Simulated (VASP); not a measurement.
# PbF2 (C2) in VASP: single point with PBEsol

Aim: the single point of PbF2 with PBEsol.

Program: VASP 6.6.1. These are calculated values, not measurements. Logs are shortened: lines on timing, memory, paths and dates and some standing lists are left out, and cuts for length are marked.

## 1. The cell of the first run

The structure is monoclinic, space group C2 (No. 5). Conventional cell: a = 5.725 Å, b = 5.671 Å, c = 4.028 Å, α = 90.00°, β = 134.09°, γ = 90.00°. Within 2.9 Å of Pb (site symmetry 2) lie 8 F at 2.23 to 2.82 Å. Within 3.0 Å of F (site symmetry 2) lie 4 Pb at 2.24 to 2.77 Å and 6 F at 2.71 to 2.96 Å. F (site symmetry 2) has 4 Pb at 2.23 to 2.82 Å and 6 F at 2.71 to 2.96 Å within 3.0 Å.

## 2. Single point, PBEsol (strained and its atoms moved)

Contents of INCAR:

```
SYSTEM = PbF2
PREC = Accurate
ENCUT = 520
EDIFF = 1E-7
ISMEAR = 0
SIGMA = 0.02
LREAL = .FALSE.
LASPH = .TRUE.
NELM = 60
ALGO = Normal
ISIF = 2
LWAVE = .FALSE.
LCHARG = .TRUE.
GGA = PS
LELF = .TRUE.
LVHAR = .TRUE.
NBANDS = 21
```

Contents of KPOINTS:

```
Automatic mesh
0
G
  8 8 8
  0 0 0
```

Contents of POSCAR:

```
PbF2
1.0
    0.0000000000      2.8918617390      2.9231045610
    2.8356721770      0.0296094045      2.8934951565
    2.8356721770      2.8622523345      0.0296094045
Pb F
1 2
Direct
    0.0581514971     -0.0581514971     -0.0581514971
    0.2319293749      0.2680706251      0.2680706251
    0.7099191280      0.7900808720      0.7900808720
```

Potentials or basis: VASP PAW PBE potentials, release 64 (Pb_d, F).

The run is started by

```bash
$ cat potpaw_PBE.64/Pb_d/POTCAR potpaw_PBE.64/F/POTCAR > POTCAR
$ mpirun -np 1 vasp_std > vasp.out
```

OUTCAR:

```text
SYSTEM = PbF2
   PREC = Accurate
   ENCUT = 520
   EDIFF = 1E-7
   ISMEAR = 0
   LREAL = .FALSE.
   LASPH = .TRUE.
   NELM = 60
   ISIF = 2
   GGA = PS

 ion  position               nearest neighbor table
   1  0.058  0.942  0.942-   3 2.23   3 2.23   2 2.24   2 2.24   2 2.77   2 2.77   3 2.82   3 2.82

   2  0.232  0.268  0.268-   1 2.24   1 2.24   1 2.77   1 2.77
   3  0.710  0.790  0.790-   1 2.23   1 2.23   1 2.82   1 2.82

  LATTYP: Found a base centered monoclinic cell.
 ALAT       =     5.7248109639
 B/A-ratio  =     0.9906605458
 C/A-ratio  =     0.7036240441
 COS(beta)  =    -0.6958259402

  Lattice vectors:

 A1 = (   2.8356721770,   2.8622523345,   0.0296094045)
 A2 = (  -2.8356721770,   2.8622523345,   0.0296094045)
 A3 = (   0.0000000000,  -2.8326429300,   2.8638857520)

Analysis of symmetry for initial positions (statically):
=====================================================================
 Subroutine PRICEL returns:
 Original cell was already a primitive cell.

 Routine SETGRP: Setting up the symmetry group for a
 base centered monoclinic supercell.

 Subroutine GETGRP returns: Found  2 space group operations
 (whereof  2 operations were pure point group operations)
 out of a pool of  4 trial point group operations.

The static configuration has the point symmetry C_2 .

Analysis of symmetry for dynamics (positions and initial velocities):
=====================================================================
 Subroutine PRICEL returns:
 Original cell was already a primitive cell.

 Routine SETGRP: Setting up the symmetry group for a
 base centered monoclinic supercell.

 Subroutine GETGRP returns: Found  2 space group operations
 (whereof  2 operations were pure point group operations)
 out of a pool of  4 trial point group operations.

The dynamic configuration has the point symmetry C_2 .

 Subroutine INISYM returns: Found  2 space group operations
 (whereof  2 operations are pure point group operations),
 and found     1 'primitive' translations

----------------------------------------------------------------------------------------

                                     Primitive cell

  volume of cell :      46.9646

  direct lattice vectors                    reciprocal lattice vectors
     0.000000000  2.891861739  2.923104561    -0.176325036  0.172918314  0.171031906
     2.835672177  0.029609404  2.893495157     0.176325036 -0.176493881  0.174607473
     2.835672177  2.862252334  0.029609404     0.176325036  0.176493881 -0.174607473

  length of vectors
     4.111861451  4.051447597  4.029193696     0.300405018  0.304513347  0.304513347

  position of ions in fractional coordinates (direct lattice)
     0.058151497  0.941848503  0.941848503
     0.231929375  0.268070625  0.268070625
     0.709919128  0.790080872  0.790080872

  ion indices of the primitive-cell ions
   primitive index   ion index
                 1           1
                 2           2
                 3           3

----------------------------------------------------------------------------------------

 KPOINTS: Automatic mesh

Automatic generation of k-mesh.
 Grid dimensions read from file:
 generate k-points for:    8    8    8

 Generating k-lattice:

  Cartesian coordinates                     Fractional coordinates (reciprocal lattice)
    -0.022040630  0.021614789  0.021378988     0.125000000 -0.000000000 -0.000000000
     0.022040630 -0.022061735  0.021825934     0.000000000  0.125000000 -0.000000000
     0.022040630  0.022061735 -0.021825934     0.000000000 -0.000000000  0.125000000

  Length of vectors
     0.037550627  0.038064168  0.038064168

  Shift w.r.t. Gamma in fractional coordinates (k-lattice)
     0.000000000  0.000000000  0.000000000

 Subroutine IBZKPT returns following result:
 ===========================================

 Found    150 irreducible k-points:

 Following reciprocal coordinates:
            Coordinates               Weight
  0.000000  0.000000  0.000000      1.000000
  0.125000  0.000000 -0.000000      4.000000
  0.250000  0.000000 -0.000000      4.000000
  0.375000 -0.000000 -0.000000      4.000000
  0.500000  0.000000 -0.000000      2.000000
  0.000000  0.125000  0.000000      4.000000
[... 16 lines left out ...]
  0.125000  0.375000  0.000000      4.000000
  0.250000  0.375000 -0.000000      4.000000
 [... further k-points ...]
   k-points           NKPTS =    150   k-points in BZ     NKDIM =    150   number of bands    NBANDS=     21
   number of dos      NEDOS =    301   number of ions     NIONS =      3
   total plane-waves  NPLWV =  28800
   dimension x,y,z NGX =    32 NGY =   30 NGZ =   30
   dimension x,y,z NGXF=    64 NGYF=   60 NGZF=   60
   ions per type =               1   2
   NGX,Y,Z   is equivalent  to a cutoff of  12.94, 12.31, 12.38 a.u.
   NGXF,Y,Z  is equivalent  to a cutoff of  25.88, 24.62, 24.76 a.u.
 SYSTEM =  PbF2
   PREC   = accura    normal or accurate (medium, high low for compatibility)
   ISTART =      0    job   : 0-new  1-cont  2-samecut
   ICHARG =      2    charge: 1-file 2-atom 10-const
   ISPIN  =      1    spin polarized calculation?
   LNONCOLLINEAR =      F non collinear calculations
   LSORBIT =      F    spin-orbit coupling
   LASPH  =      T    aspherical Exc in radial PAW
   ENCUT  =  520.0 eV  38.22 Ry    6.18 a.u.   7.65  7.53  7.49*2*pi/ulx,y,z
   NELM   =     60;   NELMIN=  2; NELMDL= -5     # of ELM steps
   EDIFF  = 0.1E-06   stopping-criterion for ELM
   LREAL  =      F    real-space projection
   EDIFFG = 0.1E-05   stopping-criterion for IOM
   NSW    =      0    number of steps for IOM
   IBRION =     -1    ionic relax: 0-MD 1-quasi-New 2-CG
   NFREE  =      0    steps in history (QN), initial steepest desc. (CG)
   ISIF   =      2    stress and relaxation
   ISYM   =      2    0-nonsym 1-usesym 2-fastsym
   POTIM  = 0.5000    time-step for ionic-motion
   TEBEG  =    0.0;   TEEND  =   0.0 temperature during run
   PSTRESS=    0.0 pullay stress
   NELECT =      28.0000    total number of electrons
   NUPDOWN=      -1.0000    fix difference up-down
   EMIN   =  10.00;   EMAX   =-10.00  energy-range for DOS
   EFERMI =   0.00;   METHOD = LEGACY
   ISMEAR =     0;   SIGMA  =   0.02  broadening in eV -4-tet -1-fermi 0-gaus
   EFERMI_NEDOS =   21; number of points for ismear=-14 and -15
   IALGO  =     38    algorithm
   IMIX   =      4    mixing-type and parameters
     AMIX     =   0.40;   BMIX     =  1.00
     AMIX_MAG =   1.60;   BMIX_MAG =  1.00
  volume/ion in A,a.u.               =      15.65       105.64
  Fermi-wavevector in a.u.,A,eV,Ry     =   1.377856  2.603771 25.830498  1.898488
  Thomas-Fermi vector in A             =   2.502971
   LORBIT       =      0    0 simple, 1 ext, 2 COOP (PROOUT), +10 PAW based schemes
   GGA     = PS    functional components
   LHFCALC =     F    Hartree Fock is set to
   AEXX    =    0.0000 exact exchange contribution
   IVDW    =     0    specifies the selected vdW correction
   LEPSILON=     F    determine dielectric tensor
   LRPA    =     F    only Hartree local field effects (RPA)
 non-spin polarized calculation
 Gauss-broadening in eV      SIGMA  =   0.02
  energy-cutoff  :      520.00
  volume of cell :       46.96
 maximum number of plane-waves:      1283
   NGX = 15   NGY = 15   NGZ = 15

 number of electron      28.0000005 magnetization

 Free energy of the ion-electron system (eV)
  ---------------------------------------------------
  ext. energy  EPLUGINS =         0.00000000
  ---------------------------------------------------
  free energy    TOTEN  =       -14.34036792 eV

  energy without entropy =      -14.34036792  energy(sigma->0) =      -14.34036792

 E-fermi :   3.6844     XC(G=0): -10.1726

 val. band max:        3.4950459521   @ k =   0.5000  -0.2500   0.2500
 cond. band min:       7.3096784280   @ k =   0.0000   0.3750   0.3750
 fundamental gap:      3.8146324759
 Fermi energy:         3.6843972400

 k-point     1 :       0.0000    0.0000    0.0000
  band No.  band energies     occupation
      1     -19.1480      2.00000
      2     -18.3927      2.00000
      3     -11.4456      2.00000
      4     -11.4288      2.00000
      5     -11.2937      2.00000
      6     -11.1977      2.00000
[... 13 lines left out ...]
     20      18.1497      0.00000
     21      19.4178      0.00000

 k-point     2 :       0.1250    0.0000   -0.0000
  band No.  band energies     occupation
      1     -19.1078      2.00000
      2     -18.4170      2.00000
      3     -11.4361      2.00000
      4     -11.4229      2.00000
      5     -11.2926      2.00000
      6     -11.1996      2.00000
[... 13 lines left out ...]
     20      17.7736      0.00000
     21      19.2406      0.00000

 k-point     3 :       0.2500    0.0000   -0.0000
  band No.  band energies     occupation
      1     -19.0011      2.00000
      2     -18.4828      2.00000
      3     -11.4148      2.00000
      4     -11.3907      2.00000
      5     -11.2869      2.00000
      6     -11.2014      2.00000
[... 13 lines left out ...]
     20      17.3341      0.00000
     21      18.7031      0.00000

 k-point     4 :       0.3750   -0.0000   -0.0000
  band No.  band energies     occupation
      1     -18.8661      2.00000
      2     -18.5740      2.00000
      3     -11.3979      2.00000
      4     -11.3301      2.00000
      5     -11.2735      2.00000
      6     -11.1988      2.00000
[... 13 lines left out ...]
     20      17.1286      0.00000
     21      17.9418      0.00000

 k-point     5 :       0.5000    0.0000   -0.0000
  band No.  band energies     occupation
      1     -18.7759      2.00000
      2     -18.6451      2.00000
      3     -11.3924      2.00000
      4     -11.3008      2.00000
      5     -11.2524      2.00000
      6     -11.1962      2.00000
[... 13 lines left out ...]
     20      17.0031      0.00000
     21      17.6034      0.00000

 k-point     6 :       0.0000    0.1250    0.0000
  band No.  band energies     occupation
      1     -19.1094      2.00000
      2     -18.4189      2.00000
      3     -11.4322      2.00000
      4     -11.4187      2.00000
      5     -11.2894      2.00000
      6     -11.1999      2.00000
[... 13 lines left out ...]
     20      17.6283      0.00000
     21      19.6983      0.00000

 k-point     7 :       0.1250    0.1250   -0.0000
  band No.  band energies     occupation
      1     -19.0961      2.00000
      2     -18.4182      2.00000
      3     -11.4507      2.00000
      4     -11.4008      2.00000
      5     -11.2879      2.00000
      6     -11.2051      2.00000
[... 13 lines left out ...]
     20      18.0226      0.00000
     21      19.1701      0.00000
[... 291 lines left out ...]
      1     -18.8291      2.00000
      2     -18.6018      2.00000
      3     -11.3845      2.00000
      4     -11.3405      2.00000
      5     -11.2381      2.00000
      6     -11.1785      2.00000
[... 13 lines left out ...]
     20      18.7233      0.00000
     21      19.8540      0.00000

 k-point    21 :      -0.1250    0.2500   -0.0000
  band No.  band energies     occupation
      1     -18.9360      2.00000
      2     -18.5384      2.00000
      3     -11.3994      2.00000
      4     -11.3555      2.00000
      5     -11.2636      2.00000
      6     -11.1944      2.00000
[... 13 lines left out ...]
     20      17.7353      0.00000
     21      19.4876      0.00000

 k-point    22 :       0.0000    0.3750    0.0000
  band No.  band energies     occupation
      1     -18.8795      2.00000
      2     -18.5803      2.00000
      3     -11.3804      2.00000
      4     -11.3078      2.00000
      5     -11.2542      2.00000
      6     -11.1991      2.00000
[... 13 lines left out ...]
     20      17.2555      0.00000
     21      18.3518      0.00000

 k-point    23 :       0.1250    0.3750    0.0000
  band No.  band energies     occupation
      1     -18.9023      2.00000
      2     -18.5450      2.00000
      3     -11.3956      2.00000
      4     -11.3003      2.00000
      5     -11.2546      2.00000
      6     -11.2066      2.00000
[... 13 lines left out ...]
     20      17.9303      0.00000
     21      19.1329      0.00000

 k-point    24 :       0.2500    0.3750   -0.0000
  band No.  band energies     occupation
      1     -18.8812      2.00000
      2     -18.5289      2.00000
      3     -11.4021      2.00000
      4     -11.2989      2.00000
      5     -11.2393      2.00000
      6     -11.2097      2.00000
[... 13 lines left out ...]
     20      18.7183      0.00000
     21      20.0793      0.00000

 [... further k-points ...]

------------------------ aborting loop because EDIFF is reached ----------------------------------------

  FORCE on cell =-STRESS in cart. coord.  units (eV):
  Direction    XX          YY          ZZ          XY          YZ          ZX
  --------------------------------------------------------------------------------------
  -------------------------------------------------------------------------------------
  Total        3.8936971      5.0437799      4.9686129      0.0000000      0.4167901      0.0000000
  in kB      132.8317922    172.0663689    169.5020767      0.0000000     14.2186139      0.0000000
  external PRESSURE =     158.1334126 kB  Pullay stress =       0.0000000 kB

 VOLUME and BASIS-vectors are now :
 -----------------------------------------------------------------------------
  energy-cutoff  :      520.00
  volume of cell :       46.96
      direct lattice vectors                 reciprocal lattice vectors
     0.000000000  2.891861739  2.923104561    -0.176325036  0.172918314  0.171031906
     2.835672177  0.029609404  2.893495157     0.176325036 -0.176493881  0.174607473
     2.835672177  2.862252334  0.029609404     0.176325036  0.176493881 -0.174607473

 POSITION                                       TOTAL-FORCE (eV/Angst)
 -----------------------------------------------------------------------------------
      5.34155      2.89186      2.92310         2.176366      0.000000      0.000000
      1.52032      1.44593      1.46155        -0.882875     -0.000000     -0.000000
      4.48082      4.33779      4.38466        -1.293492      0.000000     -0.000000
 -----------------------------------------------------------------------------------
    total drift:                               -0.000470      0.000059      0.000034

  FREE ENERGIE OF THE ION-ELECTRON SYSTEM (eV)
  ---------------------------------------------------
  free  energy   TOTEN  =       -14.3403679164 eV

  energy  without entropy=      -14.3403679164  energy(sigma->0) =      -14.34036792
```

It took 3.2 min on 1 thread of AMD EPYC 7R43 (Zen 3), shared host; peak memory 0.23 GiB.

What came out:

```
Free energy            : -14.3404 eV
Pressure               : 15.8 GPa
Largest force          : 2.176 eV/Å
Band gap on the k mesh : 3.81 eV (least direct gap 4.39 eV)
```

Forces in eV/Å, atoms in the order of the input:
```
Pb   2.176  0.000  0.000
F   -0.883  0.000  0.000
F   -1.293  0.000  0.000
```

Caveat: the cell differs from its parent crystal (strained and its atoms moved); the cell stands under pressure; the PAW data sets were made with another functional, which shifts forces and pressure a little; spin-orbit coupling is left out, which moves the levels of the heavy elements.
